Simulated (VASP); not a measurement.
Wanted: the native input for a VASP 6.6.1 run.

* Task: single point
* Functional: PBE
* Potentials or basis: VASP PAW PBE potentials, release 64 (Ba_sv, Zr_sv)
* Cutoff: 520 eV
* k mesh: 10 × 10 × 10
* Occupations: gaussian, width 0.1 eV
* Spin: no spin polarisation
* Dipole correction: no
* Further INCAR settings: ALGO = Normal; EDIFF = 1e-06; NBANDS = 30

The structure of BaZr lies in POSCAR:

```
BaZr
1.0
    0.0000000000      4.0545435661      4.0545435661
    4.0545435661      0.0000000000      4.0545435661
    4.0545435661      4.0545435661      0.0000000000
Ba Zr
2 2
Direct
    0.5000000000      0.5000000000      0.5000000000
    0.7500000000      0.7500000000      0.7500000000
    0.0000000000      0.0000000000      0.0000000000
    0.2500000000      0.2500000000      0.2500000000
```

The cell was generated, and may not be a known phase.

These files were run (other wordings do the same):

INCAR

```
  PREC = Accurate
  ENCUT = 520
  EDIFF = 1E-6
  ISMEAR = 0
  SIGMA = 0.1
  LREAL = False
  LASPH = True
  NELM = 100
  ALGO = Normal
  ISIF = 2
  LWAVE = False
  LCHARG = False
  GGA = PE
  NBANDS = 30
```

KPOINTS

```
regular mesh
0
Gamma
  10 10 10
```

Potentials or basis: VASP PAW PBE potentials, release 64 (Ba_sv, Zr_sv).

The run is started by

```bash
$ cat potpaw_PBE.64/Ba_sv/POTCAR potpaw_PBE.64/Zr_sv/POTCAR > POTCAR
$ mpirun -np 1 vasp_std > vasp.out
```

It gave:

The pressure is 0.6 GPa. The band gap on the k mesh is zero (bands 22 and 23 overlap by 0.30 eV).

Caveat: spin-orbit coupling is left out, which moves the levels of the heavy elements.

Wall time 3.1 min on 1 thread of Intel(R) Xeon(R) Platinum 8488C (Sapphire Rapids), with other jobs on the host, peak memory 0.42 GiB.
